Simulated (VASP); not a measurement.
# Te (Im-3m) in VASP: notebook

The runs below take Te through single point, with PBE.

Program: VASP 6.6.1. These are calculated values, not measurements. Logs are shortened: lines on timing, memory, paths and dates and some standing lists are left out, and cuts for length are marked.

## (1) The cell of the first run

The structure is cubic, space group Im-3m (No. 229). Conventional cell: a = 2.908 Å, b = 2.908 Å, c = 2.908 Å, α = 90.00°, β = 90.00°, γ = 90.00°. Within 3.3 Å of Te (site symmetry m-3m) lie 14 Te at 2.52 to 2.91 Å.

This isn't the form of Te at room conditions, which is trigonal, of chains.

## (2) Single point, PBE (12.30 Å³/atom)

INCAR

```
ALGO = Normal ; EDIFF = 1E-6
ENCUT = 520 ; GGA = PE
ISIF = 2 ; ISMEAR = -1
LASPH = T ; LCHARG = T
LELF = T ; LREAL = F
LVHAR = T ; LWAVE = F
NBANDS = 9 ; NELM = 80
PREC = Accurate ; SIGMA = 0.05
```

KPOINTS

```
k-points
0
Gamma
  14 14 14
```

POSCAR

```
Te
1.0
   -1.4541412665      1.4541412665      1.4541412665
    1.4541412665     -1.4541412665      1.4541412665
    1.4541412665      1.4541412665     -1.4541412665
Te
1
Direct
    0.0000000000      0.0000000000      0.0000000000
```

Potentials or basis: VASP PAW PBE potentials, release 64 (Te).

Run with:

```
$ cat potpaw_PBE.64/Te/POTCAR > POTCAR
$ mpirun -np 1 vasp_std > vasp.out
```

OUTCAR:

```text
EDIFF = 1E-6
   ENCUT = 520
   GGA = PE
   ISIF = 2
   ISMEAR = -1
   LASPH = T
   LREAL = F
   NELM = 80
   PREC = Accurate

 ion  position               nearest neighbor table
   1  0.000  0.000  0.000-

  LATTYP: Found a body centered cubic cell.
 ALAT       =     2.9082825330

  Lattice vectors:

 A1 = (  -1.4541412665,   1.4541412665,   1.4541412665)
 A2 = (   1.4541412665,  -1.4541412665,   1.4541412665)
 A3 = (   1.4541412665,   1.4541412665,  -1.4541412665)

Analysis of symmetry for initial positions (statically):
=====================================================================
 Subroutine PRICEL returns:
 Original cell was already a primitive cell.

 Routine SETGRP: Setting up the symmetry group for a
 body centered cubic supercell.

 Subroutine GETGRP returns: Found 48 space group operations
 (whereof 48 operations were pure point group operations)
 out of a pool of 48 trial point group operations.

The static configuration has the point symmetry O_h .

Analysis of symmetry for dynamics (positions and initial velocities):
=====================================================================
 Subroutine PRICEL returns:
 Original cell was already a primitive cell.

 Routine SETGRP: Setting up the symmetry group for a
 body centered cubic supercell.

 Subroutine GETGRP returns: Found 48 space group operations
 (whereof 48 operations were pure point group operations)
 out of a pool of 48 trial point group operations.

The dynamic configuration has the point symmetry O_h .

 Subroutine INISYM returns: Found 48 space group operations
 (whereof 48 operations are pure point group operations),
 and found     1 'primitive' translations

----------------------------------------------------------------------------------------

                                     Primitive cell

  volume of cell :      12.2993

  direct lattice vectors                    reciprocal lattice vectors
    -1.454141266  1.454141266  1.454141266     0.000000000  0.343845548  0.343845548
     1.454141266 -1.454141266  1.454141266     0.343845548  0.000000000  0.343845548
     1.454141266  1.454141266 -1.454141266     0.343845548  0.343845548  0.000000000

  length of vectors
     2.518646555  2.518646555  2.518646555     0.486271037  0.486271037  0.486271037

  position of ions in fractional coordinates (direct lattice)
     0.000000000  0.000000000  0.000000000

  ion indices of the primitive-cell ions
   primitive index   ion index
                 1           1

----------------------------------------------------------------------------------------

 KPOINTS: k-points

Automatic generation of k-mesh.
 Grid dimensions read from file:
 generate k-points for:   14   14   14

 Generating k-lattice:

  Cartesian coordinates                     Fractional coordinates (reciprocal lattice)
     0.000000000  0.024560396  0.024560396     0.071428571  0.000000000  0.000000000
     0.024560396  0.000000000  0.024560396     0.000000000  0.071428571  0.000000000
     0.024560396  0.024560396  0.000000000     0.000000000  0.000000000  0.071428571

  Length of vectors
     0.034733645  0.034733645  0.034733645

  Shift w.r.t. Gamma in fractional coordinates (k-lattice)
     0.000000000  0.000000000  0.000000000

 Subroutine IBZKPT returns following result:
 ===========================================

 Found    104 irreducible k-points:

 Following reciprocal coordinates:
            Coordinates               Weight
  0.000000  0.000000  0.000000      1.000000
  0.071429  0.000000  0.000000     12.000000
  0.142857  0.000000  0.000000     12.000000
  0.214286  0.000000  0.000000     12.000000
  0.285714  0.000000  0.000000     12.000000
  0.357143  0.000000  0.000000     12.000000
[... 16 lines left out ...]
  0.285714  0.285714  0.000000     24.000000
  0.357143  0.285714  0.000000     24.000000
 [... further k-points ...]
   k-points           NKPTS =    104   k-points in BZ     NKDIM =    104   number of bands    NBANDS=      9
   number of dos      NEDOS =    301   number of ions     NIONS =      1
   total plane-waves  NPLWV =   8000
   dimension x,y,z NGX =    20 NGY =   20 NGZ =   20
   dimension x,y,z NGXF=    40 NGYF=   40 NGZF=   40
   ions per type =               1
   NGX,Y,Z   is equivalent  to a cutoff of  13.20, 13.20, 13.20 a.u.
   NGXF,Y,Z  is equivalent  to a cutoff of  26.40, 26.40, 26.40 a.u.
 SYSTEM =  unknown system
   PREC   = accura    normal or accurate (medium, high low for compatibility)
   ISTART =      0    job   : 0-new  1-cont  2-samecut
   ICHARG =      2    charge: 1-file 2-atom 10-const
   ISPIN  =      1    spin polarized calculation?
   LNONCOLLINEAR =      F non collinear calculations
   LSORBIT =      F    spin-orbit coupling
   LASPH  =      T    aspherical Exc in radial PAW
   ENCUT  =  520.0 eV  38.22 Ry    6.18 a.u.   4.68  4.68  4.68*2*pi/ulx,y,z
   NELM   =     80;   NELMIN=  2; NELMDL= -5     # of ELM steps
   EDIFF  = 0.1E-05   stopping-criterion for ELM
   LREAL  =      F    real-space projection
   EDIFFG = 0.1E-04   stopping-criterion for IOM
   NSW    =      0    number of steps for IOM
   IBRION =     -1    ionic relax: 0-MD 1-quasi-New 2-CG
   NFREE  =      0    steps in history (QN), initial steepest desc. (CG)
   ISIF   =      2    stress and relaxation
   ISYM   =      2    0-nonsym 1-usesym 2-fastsym
   POTIM  = 0.5000    time-step for ionic-motion
   TEBEG  =    0.0;   TEEND  =   0.0 temperature during run
   PSTRESS=    0.0 pullay stress
   NELECT =       6.0000    total number of electrons
   NUPDOWN=      -1.0000    fix difference up-down
   EMIN   =  10.00;   EMAX   =-10.00  energy-range for DOS
   EFERMI =   0.00;   METHOD = LEGACY
   ISMEAR =    -1;   SIGMA  =   0.05  broadening in eV -4-tet -1-fermi 0-gaus
   EFERMI_NEDOS =   21; number of points for ismear=-14 and -15
   IALGO  =     38    algorithm
   IMIX   =      4    mixing-type and parameters
     AMIX     =   0.40;   BMIX     =  1.00
     AMIX_MAG =   1.60;   BMIX_MAG =  1.00
  volume/ion in A,a.u.               =      12.30        83.00
  Fermi-wavevector in a.u.,A,eV,Ry     =   1.288740  2.435366 22.597248  1.660851
  Thomas-Fermi vector in A             =   2.420675
   LORBIT       =      0    0 simple, 1 ext, 2 COOP (PROOUT), +10 PAW based schemes
   GGA     = PE    functional components
   LHFCALC =     F    Hartree Fock is set to
   AEXX    =    0.0000 exact exchange contribution
   IVDW    =     0    specifies the selected vdW correction
   LEPSILON=     F    determine dielectric tensor
   LRPA    =     F    only Hartree local field effects (RPA)
 non-spin polarized calculation
  energy-cutoff  :      520.00
  volume of cell :       12.30
 maximum number of plane-waves:       370
   NGX =  9   NGY =  9   NGZ =  9

 number of electron       5.9999999 magnetization

 Free energy of the ion-electron system (eV)
  ---------------------------------------------------
  ext. energy  EPLUGINS =         0.00000000
  ---------------------------------------------------
  free energy    TOTEN  =         4.72936359 eV

  energy without entropy =        4.73388405  energy(sigma->0) =        4.73162382

 E-fermi :  25.0967     XC(G=0): -14.1765

 val. band max:       25.0936925687   @ k =  -0.4286   0.4286   0.3571
 cond. band min:      25.1206725784   @ k =  -0.4286   0.5000   0.3571
 fundamental gap:      0.0269800096
 Fermi energy:        25.0967269053

 k-point     1 :       0.0000    0.0000    0.0000
  band No.  band energies     occupation
      1       0.2817      2.00000
      2      34.4836      0.00000
      3      34.4836      0.00000
      4      34.4836      0.00000
      5      35.9496      0.00000
      6      35.9496      0.00000
      7      35.9496      0.00000
      8      37.7828      0.00000
      9      37.7828      0.00000

 k-point     2 :       0.0714    0.0000    0.0000
  band No.  band energies     occupation
      1       0.4831      2.00000
      2      32.4330      0.00000
      3      34.0230      0.00000
      4      34.0245      0.00000
      5      34.3401      0.00000
      6      34.9252      0.00000
      7      35.5387      0.00000
      8      38.5533      0.00000
      9      38.7966      0.00000

 k-point     3 :       0.1429    0.0000    0.0000
  band No.  band energies     occupation
      1       1.0895      2.00000
      2      28.5273      0.00000
      3      32.1474      0.00000
      4      32.4331      0.00000
      5      33.2101      0.00000
      6      34.3015      0.00000
      7      36.0074      0.00000
      8      39.4379      0.00000
      9      40.2937      0.00000

 k-point     4 :       0.2143    0.0000    0.0000
  band No.  band energies     occupation
      1       2.1048      2.00000
      2      24.4674      1.99999
      3      30.0863      0.00000
      4      30.7617      0.00000
      5      32.4718      0.00000
      6      33.7878      0.00000
      7      37.1109      0.00000
      8      39.9875      0.00000
      9      42.5684      0.00000

 k-point     5 :       0.2857    0.0000    0.0000
  band No.  band energies     occupation
      1       3.5341      2.00000
      2      20.5162      2.00000
      3      28.3168      0.00000
      4      29.3553      0.00000
      5      31.8948      0.00000
      6      33.4327      0.00000
      7      38.6327      0.00000
      8      40.4679      0.00000
      9      45.2726      0.00000

 k-point     6 :       0.3571    0.0000    0.0000
  band No.  band energies     occupation
      1       5.3812      2.00000
      2      16.7941      2.00000
      3      26.9600      0.00000
      4      28.3088      0.00000
      5      31.4890      0.00000
      6      33.2287      0.00000
      7      40.4710      0.00000
      8      40.9086      0.00000
      9      48.2725      0.00000
[... 169 lines left out ...]
 k-point    21 :       0.2857    0.2143    0.0000
  band No.  band energies     occupation
      1       7.8423      2.00000
      2      16.2639      2.00000
      3      19.1148      2.00000
      4      26.5313      0.00000
      5      34.4312      0.00000
      6      36.8686      0.00000
      7      40.9575      0.00000
      8      42.9524      0.00000
      9      44.7290      0.00000

 k-point    22 :       0.3571    0.2143    0.0000
  band No.  band energies     occupation
      1      10.2878      2.00000
      2      13.1297      2.00000
      3      18.6496      2.00000
      4      26.1716      0.00000
      5      34.3421      0.00000
      6      38.0490      0.00000
      7      40.4942      0.00000
      8      41.5515      0.00000
      9      47.7713      0.00000

 k-point    23 :       0.2857    0.2857    0.0000
  band No.  band energies     occupation
      1      10.0795      2.00000
      2      15.3008      2.00000
      3      16.1818      2.00000
      4      26.0902      0.00000
      5      35.3981      0.00000
      6      36.8246      0.00000
      7      40.9062      0.00000
      8      44.3064      0.00000
      9      44.5280      0.00000

 k-point    24 :       0.3571    0.2857    0.0000
  band No.  band energies     occupation
      1      12.4088      2.00000
      2      12.9888      2.00000
      3      15.6037      2.00000
      4      25.9398      0.00000
      5      35.7105      0.00000
      6      37.1852      0.00000
      7      39.8922      0.00000
      8      44.2914      0.00000
      9      47.6824      0.00000

 [... further k-points ...]
[... 5 lines left out ...]
  --------------------------------------------------------------------------------------
  -------------------------------------------------------------------------------------
  Total       25.1172256     25.1172256     25.1172256      0.0000000      0.0000000     -0.0000000
  in kB     3271.9183722   3271.9183722   3271.9183722      0.0000000      0.0000000     -0.0000000
  external PRESSURE =    3271.9183722 kB  Pullay stress =       0.0000000 kB

 VOLUME and BASIS-vectors are now :
 -----------------------------------------------------------------------------
  energy-cutoff  :      520.00
  volume of cell :       12.30
      direct lattice vectors                 reciprocal lattice vectors
    -1.454141266  1.454141266  1.454141266     0.000000000  0.343845548  0.343845548
     1.454141266 -1.454141266  1.454141266     0.343845548  0.000000000  0.343845548
     1.454141266  1.454141266 -1.454141266     0.343845548  0.343845548  0.000000000

 POSITION                                       TOTAL-FORCE (eV/Angst)
 -----------------------------------------------------------------------------------
      0.00000      0.00000      0.00000        -0.000000      0.000000     -0.000000
 -----------------------------------------------------------------------------------
    total drift:                                0.000000      0.000000     -0.000000

  FREE ENERGIE OF THE ION-ELECTRON SYSTEM (eV)
  ---------------------------------------------------
  free  energy   TOTEN  =         4.7293635943 eV

  energy  without entropy=        4.7338840477  energy(sigma->0) =        4.73162382
```

It took 14 s on 1 thread of Intel Xeon 8259CL, shared host; peak memory 0.13 GiB.

Results:

```yaml
Free_energy: 4.7294 eV
Pressure: 327.2 GPa
Band_gap_on_the_k_mesh: zero (bands 3 and 4 overlap by 17.18 eV)
```

Caveat: the cell stands under pressure; spin-orbit coupling is left out, which moves the levels of the heavy elements.

(Part 1 of 2 ends here.)
